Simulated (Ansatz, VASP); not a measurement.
## Two plane-wave programs on Bi

File INCAR:

```
SYSTEM = Bi
ALGO = Fast
EDIFF = 1E-6
ENCUT = 520
GGA = PS
ISIF = 2
ISMEAR = 0
IVDW = 12
LASPH = .TRUE.
LCHARG = .FALSE.
LREAL = .FALSE.
LWAVE = .FALSE.
NBANDS = 14
NELM = 60
PREC = Accurate
SIGMA = 0.15
```

Contents of KPOINTS:

```
k-points
0
G
  16 16 16
  0 0 0
```

Contents of POSCAR:

```
Bi
1.0
   -1.6128751244      2.1900356628      1.9686945963
    1.6128751244     -2.1900356628      1.9686945963
    1.6128751244      2.1900356628     -1.9686945963
Bi
1
Direct
    0.0000000000      0.0000000000      0.0000000000
```

Input for Ansatz:

```yaml
crystal:
  lattice:
    - [-1.6128751244, 2.1900356628, 1.9686945963]
    - [1.6128751244, -2.1900356628, 1.9686945963]
    - [1.6128751244, 2.1900356628, -1.9686945963]
  atoms:
    - { symbol: Bi, position: [0.0, 0.0, 0.0] }
basis:
  ecutwfc: 420
kpoints:
  mp_grid: { grid: [16, 16, 16] }
hamiltonian:
  xc: pbesol
  pseudopotentials: { kind: paw }
  dispersion: d3bj
scf:
  occupations: { method: gaussian, width: 0.15 }
output:
  forces: true
  stress: true
  eigenvalues: true
```

Change from the starting cell: strain +e along x and -e along y -0.1500, strain +e along z and -e/2 along x and y +0.0233.

Alike in both runs: task single point; functional PBEsol; dispersion D3(BJ); k mesh 16 × 16 × 16; occupations gaussian, width 0.15 eV; no spin polarisation.

```csv
,VASP,Ansatz
version,VASP 6.6.1,Ansatz 0.2.0
potentials or method,"VASP PAW PBE potentials, release 64 (Bi_d), cutoff 520 eV","scalar-relativistic, plane waves, PAW"
valence electrons in the cell,15,15
```

|  | VASP | Ansatz | Ansatz less VASP |
| --- | --- | --- | --- |
| gap on the k mesh at the Fermi level (eV) | none | none | - |
| pressure (GPa) | 3.6 | 3.6 | +0.02 |
| traceless stress, the component that is largest in VASP (GPa) | 3.46 | 3.47 | +0.005 |

VASP's potentials were made for PBE, not for PBEsol. A gap of «none» marks a metal or a gap that the smearing closes.

Neither program's run includes spin-orbit coupling.
